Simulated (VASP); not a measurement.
## GaW: single point with PBE

GaW:

```
CELL_PARAMETERS angstrom
3.76277 0.00000 0.00000
-1.88139 3.25866 0.00000
0.00000 0.00000 6.02595
ATOMIC_POSITIONS crystal
Ga 0.33333 0.66667 0.00000
Ga 0.66667 0.33333 0.50000
W 0.33333 0.66667 0.38210
W 0.66667 0.33333 0.88210
```

- Program: VASP 6.6.1
- Task: single point
- Functional: PBE
- Potentials or basis: VASP PAW PBE potentials, release 64 (Ga_d, W_sv)
- Cutoff: 520 eV
- k mesh: 6 × 6 × 4
- Occupations: gaussian, width 0.1 eV
- Spin: no spin polarisation

```yaml
Pressure: 34.4 GPa
Largest_force: 0.109 eV/Å
Band_gap_on_the_k_mesh: zero (band 27 reaches 7.61 eV, above the bottom of band 28 at 6.40 eV)
```

Forces on the atoms (eV/Å):
```
Ga   0.000  0.000 -0.109
Ga   0.000  0.000 -0.109
W    0.000  0.000  0.109
W    0.000  0.000  0.109
```

Stress tensor (GPa, compression positive):
```
37.89  0.00  0.00
 0.00 37.89  0.00
 0.00  0.00 27.46
```

Levels at points of the mesh, in eV from the Fermi level:
```csv
k point,band 23,band 24,band 25,band 26,band 27,band 28,band 29,band 30,band 31,band 32
"(0.00, 0.00, 0.00)",-2.43,-2.26,-2.00,-2.00,-0.37,-0.37,0.81,0.81,1.50,7.12
"(0.50, 0.00, 0.00)",-2.04,-2.03,-1.18,-0.03,0.15,0.52,0.76,0.98,1.18,1.45
"(0.00, 0.00, 0.50)",-2.35,-2.35,-2.35,-2.35,0.41,0.41,0.41,0.41,5.40,5.40
"(0.50, 0.00, 0.50)",-1.86,-1.86,-1.32,-1.32,0.77,0.77,0.80,0.80,1.24,1.24
```

Wall time 110 s on 1 thread of Oxide Virtual Turin-like Processor, on a shared host, peak memory 0.17 GiB.

Caveat: spin-orbit coupling is left out, which moves the levels of the heavy elements.
